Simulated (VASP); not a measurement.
Wanted: the native input for a VASP 6.6.1 run.

| Quantity | Value |
| --- | --- |
| Task | relaxation of cell and atoms |
| Functional | PBE |
| Potentials or basis | VASP PAW PBE potentials, release 64 (In_d, Ga_d, Se) |
| Cutoff | 600 eV |
| k mesh | 12 × 12 × 10 |
| Occupations | gaussian, width 0.1 eV |
| Spin | no spin polarisation |
| Dipole correction | no |
| Further INCAR settings | ALGO = Normal; EDIFF = 1e-06; IBRION = 2; EDIFFG = -0.01; NSW = 100; ISIF = 3 |

The structure of InGaSe lies in POSCAR:

```
InGaSe
1.0
    4.0840180486      0.0000000000      0.0000000000
    0.0000000000      4.0840180486      0.0000000000
    0.0000000000      0.0000000000      4.9987300078
In Ga Se
1 1 1
Direct
    0.0000000000      0.0000000000      0.0000000000
    0.5000000000      0.5000000000      0.0000000000
    0.5000000000      0.5000000000      0.5000000000
```

The input as run:

INCAR

```
SYSTEM = InGaSe
  PREC = Accurate
  ENCUT = 600
  EDIFF = 1E-6
  ISMEAR = 0
  SIGMA = 0.1
  LREAL = .FALSE.
  LASPH = .TRUE.
  NELM = 80
  ALGO = Normal
  ISIF = 3
  LWAVE = .FALSE.
  LCHARG = .FALSE.
  GGA = PE
  IBRION = 2
  NSW = 100
  EDIFFG = -0.01
```

KPOINTS

```
Automatic mesh
0
G
  12 12 10
  0 0 0
```

Potentials or basis: VASP PAW PBE potentials, release 64 (In_d, Ga_d, Se).

Launch:

```sh
$ cat potpaw_PBE.64/In_d/POTCAR potpaw_PBE.64/Ga_d/POTCAR potpaw_PBE.64/Se/POTCAR > POTCAR
$ mpirun -np 1 vasp_std > vasp.out
```

Results of the run:

```
Relaxed volume                         : 29.07 Å³/atom
Relaxed cell                           : a = 4.195 Å, b = 4.195 Å, c = 4.954 Å, α = 90.00°, β = 90.00°, γ = 90.00°
Space group after relaxing (to 0.05 Å) : P4/mmm (No. 123)
Energy gained by relaxing              : 5.6 meV/atom
Ionic steps                            : 9
Pressure after relaxing                : 0.0 GPa
Band gap on the k mesh                 : zero (band 16 reaches 4.36 eV, above the bottom of band 17 at 1.29 eV)
```

Caveat: spin-orbit coupling is left out, which moves the levels of the heavy elements.

Wall time 19 min on 1 thread of Intel Xeon 6975P-C, with other jobs on the host, peak memory 0.55 GiB.
